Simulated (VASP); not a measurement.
# SiC (F-43m) in VASP: further runs, part 2 of 2

VASP 6.6.1. Earlier steps stand in the parts before.

**5. Single point, PBE+D3(BJ)**

This run uses another cell than the first one, of 10.28 Å³/atom.

INCAR reads:

```
PREC     = Accurate       # precision mode
ENCUT    = 600            # plane-wave cutoff, eV
EDIFF    = 1E-6           # SCF threshold, eV
ISMEAR   = 0              # smearing method
SIGMA    = 0.02           # smearing width, eV
LREAL    = False          # projectors in reciprocal space
LASPH    = True           # aspherical terms in the spheres
NELM     = 120            # most SCF steps
ALGO     = Normal         # electronic algorithm
ISIF     = 2              # what is computed and relaxed
LWAVE    = False          # write WAVECAR
LCHARG   = False          # write CHGCAR
GGA      = PE             # functional
IVDW     = 12             # dispersion correction
NBANDS   = 11             # bands
GGA_COMPAT= False
```

KPOINTS reads:

```
Automatic mesh
0
Gamma
  10 10 10
```

POSCAR reads:

```
SiC
1.0
    0.0000000000      2.1744072848      2.1744072848
    2.1744072848      0.0000000000      2.1744072848
    2.1744072848      2.1744072848      0.0000000000
Si C
1 1
Direct
    0.0000000000      0.0000000000      0.0000000000
    0.2500000000      0.2500000000      0.2500000000
```

Potentials or basis: VASP PAW PBE potentials, release 64 (Si, C).

On the command line:

```sh
$ cat potpaw_PBE.64/Si/POTCAR potpaw_PBE.64/C/POTCAR > POTCAR
$ mpirun -np 1 vasp_std > vasp.out
```

OUTCAR:

```text
PREC = Accurate
   ENCUT = 600
   EDIFF = 1E-6
   ISMEAR = 0
   LREAL = False
   LASPH = True
   NELM = 120
   ISIF = 2
   GGA = PE
   IVDW = 12
 IVDW          = 12

 ion  position               nearest neighbor table
   1  0.000  0.000  0.000-   2 1.88   2 1.88   2 1.88   2 1.88
   2  0.250  0.250  0.250-   1 1.88   1 1.88   1 1.88   1 1.88

  LATTYP: Found a face centered cubic cell.
 ALAT       =     4.3488145696

  Lattice vectors:

 A1 = (   0.0000000000,   2.1744072848,   2.1744072848)
 A2 = (   2.1744072848,   0.0000000000,   2.1744072848)
 A3 = (   2.1744072848,   2.1744072848,   0.0000000000)

Analysis of symmetry for initial positions (statically):
=====================================================================
 Subroutine PRICEL returns:
 Original cell was already a primitive cell.

 Routine SETGRP: Setting up the symmetry group for a
 face centered cubic supercell.

 Subroutine GETGRP returns: Found 24 space group operations
 (whereof 24 operations were pure point group operations)
 out of a pool of 48 trial point group operations.

The static configuration has the point symmetry T_d .

Analysis of symmetry for dynamics (positions and initial velocities):
[... 174 lines left out ...]
      6      15.5296      0.00000
      7      15.5296      0.00000
      8      15.5296      0.00000
      9      22.7219      0.00000
     10      22.7219      0.00000
     11      24.7570      0.00000
[... 309 lines left out ...]
 k-point    24 :       0.4000    0.3000    0.0000
  band No.  band energies     occupation
      1      -4.1177      2.00000
      2       2.5905      2.00000
      3       5.0139      2.00000
      4       5.5432      2.00000
      5      11.0524      0.00000
      6      13.8290      0.00000
      7      19.8678      0.00000
      8      20.1701      0.00000
      9      22.0201      0.00000
     10      26.3139      0.00000
     11      29.5355      0.00000

 [... further k-points ...]

------------------------ aborting loop because EDIFF is reached ----------------------------------------

 Edisp (eV)   -0.60605

 E8    (eV) :    -0.2277

  FORCE on cell =-STRESS in cart. coord.  units (eV):
  Direction    XX          YY          ZZ          XY          YZ          ZX
  --------------------------------------------------------------------------------------
  -------------------------------------------------------------------------------------
  Total      -0.02722    -0.02722    -0.02722     0.00000     0.00000    -0.00000
  in kB      -2.12084    -2.12084    -2.12084     0.00000     0.00000    -0.00000
  external pressure =       -2.12 kB  Pullay stress =        0.00 kB

 VOLUME and BASIS-vectors are now :
 -----------------------------------------------------------------------------
  energy-cutoff  :      600.00
  volume of cell :       20.56
      direct lattice vectors                 reciprocal lattice vectors
     0.000000000  2.174407285  2.174407285    -0.229947721  0.229947721  0.229947721
     2.174407285  0.000000000  2.174407285     0.229947721 -0.229947721  0.229947721
     2.174407285  2.174407285  0.000000000     0.229947721  0.229947721 -0.229947721

 POSITION                                       TOTAL-FORCE (eV/Angst)
 -----------------------------------------------------------------------------------
      0.00000      0.00000      0.00000        -0.000000     -0.000000     -0.000000
      1.08720      1.08720      1.08720         0.000000      0.000000      0.000000
 -----------------------------------------------------------------------------------
    total drift:                               -0.000000     -0.000000     -0.000000

  FREE ENERGIE OF THE ION-ELECTRON SYSTEM (eV)
  ---------------------------------------------------
  free  energy   TOTEN  =       -15.6619803145 eV

  energy  without entropy=      -15.6619803145  energy(sigma->0) =      -15.66198031
```

stdout:

```text
POSCAR found type information on POSCAR SiC
 POSCAR found :  2 types and       2 ions
 scaLAPACK will be used
 LDA part: xc-table for (Slater+PW92), standard interpolation
 POSCAR, INCAR and KPOINTS ok, starting setup
 FFT: planning ... GRIDC
 FFT: planning ... GRID_SOFT
 FFT: planning ... GRID
 WAVECAR not read
 entering main loop
```

Run time: 12 s. Hardware: 1 thread of Intel Xeon Platinum 8259CL at 2.50GHz (Skylake/Cascade Lake), shared host; peak memory 0.16 GiB.

Results:

```yaml
Free_energy: -15.6620 eV
Pressure: -0.2 GPa
Band_gap_on_the_k_mesh: 1.35 eV (least direct gap 4.55 eV)
Dispersion_energy_per_atom: -0.303 eV
```

Levels at points of the mesh, in eV from the valence-band top:
```
           k point  band 2  band 3  band 4  band 5  band 6  band 7
(0.00, 0.00, 0.00)    0.00    0.00    0.00    6.31    7.35    7.35
(0.50, 0.00, 0.00)   -8.57   -1.05   -1.05    5.49    7.25    7.25
(0.50, 0.50, 0.00)   -7.81   -3.20   -3.20    1.35    4.34   14.11
```

**6. Overview**

```tsv
cell	k mesh	smearing	gap on the mesh (eV)	pressure (GPa)
a = 3.082 Å, angles 60.0°, 2 atoms	8 × 8 × 8	gaussian 0.1 eV	1.36	-1.6
a = 3.012 Å, angles 60.0°, 2 atoms	10 × 10 × 10	gaussian 0.02 eV	1.29	15.2
a = 2.980 Å, angles 60.0°, 2 atoms	10 × 10 × 10	gaussian 0.02 eV	1.26	24.7
a = 3.075 Å, angles 60.0°, 2 atoms	10 × 10 × 10	gaussian 0.02 eV	1.35	-0.2
```

Alike in all rows: task single point; level PBE+D3(BJ); potentials or basis VASP PAW PBE potentials, release 64 (Si, C); no spin polarisation; cutoff (eV) 600.

Caveats: the cell stands under pressure (at least some runs).

Absolute energies hang on the potentials; compare differences alone.

**7. How close it comes**

Step 5. Against the measured gap of SiC, 2.4 eV (indirect; quoted in “Insight into the structural, elastic and electronic properties of a new orthorhombic 6O-SiC polytype”, 2020, pmc:7200658), the calculated 1.35 eV is off by -1.05 eV. The value is that of PBE+D3(BJ) on a finite k mesh, which can miss the band edges, without temperature or zero-point motion. Semilocal functionals fall short of measured gaps as a rule.
